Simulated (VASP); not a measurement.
# SiF (R-3m) in VASP: further runs, part 2 of 2

VASP 6.6.1. The steps go on from the part before.

### Step 4. Relaxation of cell and atoms, PBE

This run uses another cell than the first one, of 17.28 Å³/atom, 0.843 times its volume.

The input, INCAR:

```
  ALGO = Normal
  EDIFF = 1E-6
  EDIFFG = -0.08
  ENCUT = 600
  GGA = PE
  IBRION = 2
  ISIF = 3
  ISMEAR = 0
  LASPH = True
  LCHARG = False
  LREAL = False
  LWAVE = False
  NELM = 100
  NSW = 36
  PREC = Accurate
  SIGMA = 0.2
```

The input, KPOINTS:

```
k-points
0
Gamma
  6 6 6
```

The input, POSCAR:

```
SiF
1.0
    1.9050298400      1.0998694900      5.4980608100
   -1.9050298400      1.0998694900      5.4980608100
    0.0000000000     -2.1997389900      5.4980608100
Si F
2 2
Direct
    0.1877000000      0.1877000000      0.1877000000
    0.8123000000      0.8123000000      0.8123000000
    0.2825000000      0.2825000000      0.2825000000
    0.7175000000      0.7175000000      0.7175000000
```

Potentials or basis: VASP PAW PBE potentials, release 64 (Si, F).

The run is started by

```bash
$ cat potpaw_PBE.64/Si/POTCAR potpaw_PBE.64/F/POTCAR > POTCAR
$ mpirun -np 1 vasp_std > vasp.out
```

OUTCAR:

```text
EDIFF = 1E-6
   EDIFFG = -0.08
   ENCUT = 600
   GGA = PE
   IBRION = 2
   ISIF = 3
   ISMEAR = 0
   LASPH = True
   LREAL = False
   NELM = 100
   NSW = 36
   PREC = Accurate

 ion  position               nearest neighbor table
   1  0.188  0.188  0.188-   3 1.56   2 2.31   2 2.31   2 2.31
   2  0.812  0.812  0.812-   4 1.56   1 2.31   1 2.31   1 2.31
   3  0.282  0.282  0.282-   1 1.56
   4  0.718  0.718  0.718-   2 1.56

  LATTYP: Found a trigonal (rhomboedric) cell.
 ALAT       =     5.9217838745
 COS(alpha) =     0.7930199649

  Lattice vectors:

 A1 = (   1.9050298400,   1.0998694900,   5.4980608100)
 A2 = (  -1.9050298400,   1.0998694900,   5.4980608100)
 A3 = (   0.0000000000,  -2.1997389900,   5.4980608100)

Analysis of symmetry for initial positions (statically):
=====================================================================
 Subroutine PRICEL returns:
 Original cell was already a primitive cell.

 Routine SETGRP: Setting up the symmetry group for a
 trigonal (rhombohedral) supercell.

 Subroutine GETGRP returns: Found 12 space group operations
 (whereof 12 operations were pure point group operations)
 out of a pool of 12 trial point group operations.

The static configuration has the point symmetry D_3d.

Analysis of symmetry for dynamics (positions and initial velocities):
=====================================================================
 Subroutine PRICEL returns:
 Original cell was already a primitive cell.

 Routine SETGRP: Setting up the symmetry group for a
 trigonal (rhombohedral) supercell.

 Subroutine GETGRP returns: Found 12 space group operations
 (whereof 12 operations were pure point group operations)
 out of a pool of 12 trial point group operations.

The dynamic configuration has the point symmetry D_3d.

 Subroutine INISYM returns: Found 12 space group operations
 (whereof 12 operations are pure point group operations),
 and found     1 'primitive' translations

[... 154 lines left out ...]
  -------------------------------------------------------------------------------------
  Total        3.1198934      3.1198935      9.0410393      0.0000000     -0.0000000      0.0000000
  in kB       72.3180347     72.3180350    209.5681170      0.0000000     -0.0000001      0.0000000
  external PRESSURE =     118.0680622 kB  Pullay stress =       0.0000000 kB
[... 95 lines left out ...]
  FREE ENERGIE OF THE ION-ELECTRON SYSTEM (eV)
  ---------------------------------------------------
  free  energy   TOTEN  =       -21.0520194937 eV

  energy  without entropy=      -21.0503191562  energy(sigma->0) =      -21.05116932

[... ionic steps 4 to 9 ...]

--------------------------------------- Ionic step       10  -------------------------------------------

 number of electron      21.9999997 magnetization

------------------------ aborting loop because EDIFF is reached ----------------------------------------
[... 71 lines left out ...]
--------------------------------------- Ionic step       12  -------------------------------------------

 number of electron      21.9999996 magnetization

 Free energy of the ion-electron system (eV)
  ---------------------------------------------------
  ext. energy  EPLUGINS =         0.00000000
  ---------------------------------------------------
  free energy    TOTEN  =       -21.18088025 eV

  energy without entropy =      -21.18012097  energy(sigma->0) =      -21.18050061

 E-fermi :   1.9459     XC(G=0):  -7.9344

 val. band max:        1.6468220383   @ k =   0.5000   0.5000   0.5000
 cond. band min:       2.1319251739   @ k =   0.5000   0.5000   0.5000
 fundamental gap:      0.4851031356
 Fermi energy:         1.9459446374

 k-point     1 :       0.0000    0.0000    0.0000
  band No.  band energies     occupation
      1     -22.7714      2.00000
      2     -22.5825      2.00000
      3      -8.5347      2.00000
      4      -5.3039      2.00000
      5      -4.3063      2.00000
      6      -3.5594      2.00000
      7      -3.5594      2.00000
      8      -3.1212      2.00000
      9      -3.1212      2.00000
     10       1.5849      1.98932
     11       1.5849      1.98932
     12       2.5830      0.00001
     13       5.3114      0.00000
     14       5.3114      0.00000
[... 401 lines left out ...]
      2     -22.6349      2.00000
      3      -7.1284      2.00000
      4      -6.1096      2.00000
      5      -4.1617      2.00000
      6      -3.9193      2.00000
      7      -3.8763      2.00000
      8      -3.3094      2.00000
      9      -2.8287      2.00000
     10      -2.2291      2.00000
     11      -0.2154      2.00000
     12       4.5642      0.00000
     13       5.6096      0.00000
     14       6.9717      0.00000
     15       8.4433      0.00000

 [... further k-points ...]

------------------------ aborting loop because EDIFF is reached ----------------------------------------

  FORCE on cell =-STRESS in cart. coord.  units (eV):
  Direction    XX          YY          ZZ          XY          YZ          ZX
  --------------------------------------------------------------------------------------
  -------------------------------------------------------------------------------------
  Total        0.0176418      0.0176418      0.2993873      0.0000000     -0.0000000      0.0000000
  in kB        0.3631930      0.3631930      6.1634924      0.0000000     -0.0000000      0.0000000
  external PRESSURE =       2.2966261 kB  Pullay stress =       0.0000000 kB
[... 19 lines left out ...]
  FREE ENERGIE OF THE ION-ELECTRON SYSTEM (eV)
  ---------------------------------------------------
  free  energy   TOTEN  =       -21.1808802537 eV

  energy  without entropy=      -21.1801209716  energy(sigma->0) =      -21.18050061

 reached required accuracy - stopping structural energy minimisation
```

CONTCAR:

```text
SiF
   1.00000000000000
     1.9911942058928522    1.1496165099166205    5.6662950428718375
    -1.9911942058928522    1.1496165099166205    5.6662950428718375
     0.0000000000000000   -2.2992330306063651    5.6662950429344408
  Si              F
     2     2
Direct
     0.1867483600230374    0.1867483600230374    0.1867483600225010
     0.8132516399769626    0.8132516399769626    0.8132516399774989
     0.2828732866644103    0.2828732866644103    0.2828732866652220
     0.7171267133355896    0.7171267133355896    0.7171267133347780

  0.00000000E+00  0.00000000E+00  0.00000000E+00
  0.00000000E+00  0.00000000E+00  0.00000000E+00
  0.00000000E+00  0.00000000E+00  0.00000000E+00
  0.00000000E+00  0.00000000E+00  0.00000000E+00
```

It took 5.3 min on 1 thread of Intel Xeon 6975P-C (Granite Rapids), shared host; peak memory 0.33 GiB.

What came out:

* Free energy: -21.1809 eV
* Relaxed volume: 19.46 Å³/atom
* Relaxed cell: a = 6.115 Å, b = 6.115 Å, c = 6.115 Å, α = 38.01°, β = 38.01°, γ = 38.01°
* Space group after relaxing (to 0.05 Å): R-3m (No. 166)
* Energy gained by relaxing: 76.6 meV/atom
* Ionic steps: 12
* Pressure after relaxing: 0.2 GPa
* Largest force after relaxing: 0.065 eV/Å
* Band gap on the k mesh: 0.49 eV, direct

Forces in eV/Å, atoms in the order of the input:
```
Si   0.000  0.000  0.044
Si   0.000  0.000 -0.044
F    0.000  0.000 -0.065
F    0.000  0.000  0.065
```

Stress tensor (GPa, compression positive):
```
0.04 0.00 0.00
0.00 0.04 0.00
0.00 0.00 0.62
```

The path:
```csv
step,energy change (eV),largest force (eV/Å),pressure (GPa),volume (Å³)
1,0.0000,2.4227,11.81,69.12
2,1.4373,4.3040,-9.22,82.53
3,-0.1777,1.3172,2.72,72.03
4,-0.1870,1.0171,3.84,71.55
5,-0.1879,0.8875,4.29,71.36
6,-0.2958,0.2955,-0.25,77.13
7,-0.2959,0.2969,-0.15,76.98
8,-0.2964,0.5110,1.17,76.79
9,-0.2990,0.3026,0.51,76.88
10,-0.3036,0.1169,0.46,77.14
11,-0.3052,0.0845,0.38,77.42
12,-0.3066,0.0647,0.23,77.82
```

Final structure:
```xyz
4
Lattice="1.9912 1.1496 5.6663 -1.9912 1.1496 5.6663 0.0000 -2.2992 5.6663" Properties=species:S:1:pos:R:3 pbc="T T T"
Si    0.0000    0.0000    3.1745
Si    0.0000    0.0000   13.8244
F     0.0000    0.0000    4.8085
F     0.0000    0.0000   12.1904
```

Caveat: the relaxation stopped at a loose force limit of 0.08 eV/Å, so its end isn't a converged minimum. PBE gaps usually lie below the measured ones, often by a third to a half.

### Step 5. Overview

```tsv
task	cell	k mesh	cutoff (eV)	smearing	gap on the mesh (eV)	pressure (GPa)	largest force (eV/Å)
single point	a = 6.401 Å, angles 36.2°, 4 atoms	6 × 6 × 6	520	gaussian 0.2 eV	0.52	0.4	0.20
single point	a = 3.970, b = 6.699, c = 6.876 Å, angles 99.9, 90.0, 107.2°, 8 atoms	4 × 4 × 2	520	gaussian 0.1 eV	0.54	0.3	0.22
relaxation of cell and atoms	relaxed from a = 5.922 Å, angles 37.5°, 4 atoms	6 × 6 × 6	600	gaussian 0.2 eV	0.49	0.2	0.06
```

Alike in all rows: level PBE; potentials or basis VASP PAW PBE potentials, release 64 (Si, F); no spin polarisation.

Caveats: some runs use coarse meshes; the relaxation stopped at a loose force limit of 0.08 eV/Å, so its end isn't a converged minimum (some runs).

Total energies depend on the potentials used, so only differences within one code and one set of settings carry meaning.
